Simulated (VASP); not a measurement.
Set up this calculation in VASP 6.6.1, as the native input.

| Item | Value |
| --- | --- |
| Task | single point |
| Functional | r2SCAN |
| Potentials or basis | VASP PAW PBE potentials, release 64 (Ag, Mg, Sn_d, Se) |
| Cutoff | 520 eV |
| k mesh | 6 × 6 × 6 |
| Occupations | gaussian, width 0.01 eV |
| Spin | no spin polarisation |
| Dipole correction | no |
| Further INCAR settings | ALGO = Normal; EDIFF = 1e-06; NBANDS = 41 |

MgAg2SnSe4:

```
Ag Mg Sn Se
1.0
    -3.11031    3.11031    6.00724
     3.11031   -3.11031    6.00724
     3.11031    3.11031   -6.00724
Ag Mg Sn Se
2 1 1 4
Direct
  0.00000 0.00000 0.00000
  0.75000 0.25000 0.50000
  0.25000 0.75000 0.50000
  0.50000 0.50000 0.00000
  0.13795 0.62160 0.01005
  0.37840 0.38845 0.51635
  0.61155 0.12790 0.98995
  0.87210 0.86205 0.48365
```

The input as run:

POSCAR

```
MgAg2SnSe4
1.0
   -3.1103119027      3.1103119027      6.0072389902
    3.1103119027     -3.1103119027      6.0072389902
    3.1103119027      3.1103119027     -6.0072389902
Ag Mg Sn Se
2 1 1 4
Direct
    0.0000000000      0.0000000000      0.0000000000
    0.7500000000      0.2500000000      0.5000000000
    0.2500000000      0.7500000000      0.5000000000
    0.5000000000      0.5000000000      0.0000000000
    0.1379516811      0.6216004539      1.0100537781
    0.3783995461      0.3884533241      0.5163512272
    0.6115466759      0.1278979031     -0.0100537781
    0.8721020969      0.8620483189      0.4836487728
```

INCAR.step1

```
PREC = Accurate
ENCUT = 520
ISMEAR = 0
SIGMA = 0.01
LREAL = F
LASPH = T
NELM = 100
NBANDS = 41
GGA = PE
ALGO = Normal
EDIFF = 1E-4
LWAVE = T
LCHARG = F
```

INCAR.step2

```
PREC = Accurate
ENCUT = 520
EDIFF = 1E-6
ISMEAR = 0
SIGMA = 0.01
LREAL = F
LASPH = T
NELM = 100
ALGO = Normal
ISIF = 2
LWAVE = F
LCHARG = T
METAGGA = R2SCAN
LMIXTAU = T
LELF = T
LVHAR = T
NBANDS = 41
ISTART = 1
```

KPOINTS

```
regular mesh
0
Gamma
  6 6 6
```

Potentials or basis: VASP PAW PBE potentials, release 64 (Ag, Mg, Sn_d, Se).

The run is started by

```console
$ cat potpaw_PBE.64/Ag/POTCAR potpaw_PBE.64/Mg/POTCAR potpaw_PBE.64/Sn_d/POTCAR potpaw_PBE.64/Se/POTCAR > POTCAR
$ cp INCAR.step1 INCAR
$ mpirun -np 1 vasp_std > vasp.out
$ cp INCAR.step2 INCAR
$ mpirun -np 1 vasp_std > vasp.out
```

It gave:

The pressure is -2.7 GPa, the largest force is 0.168 eV/Å and the band gap on the k mesh is 0.59 eV.

Caveat: semilocal functionals underestimate gaps, and a narrow one can read as zero; the PAW data sets were made with another functional, which shifts forces and pressure a little; spin-orbit coupling is left out, which moves the levels of the heavy elements.

Run time: 61 min on 1 thread of Intel Xeon 8259CL, with other jobs on the host, peak memory 0.71 GiB.
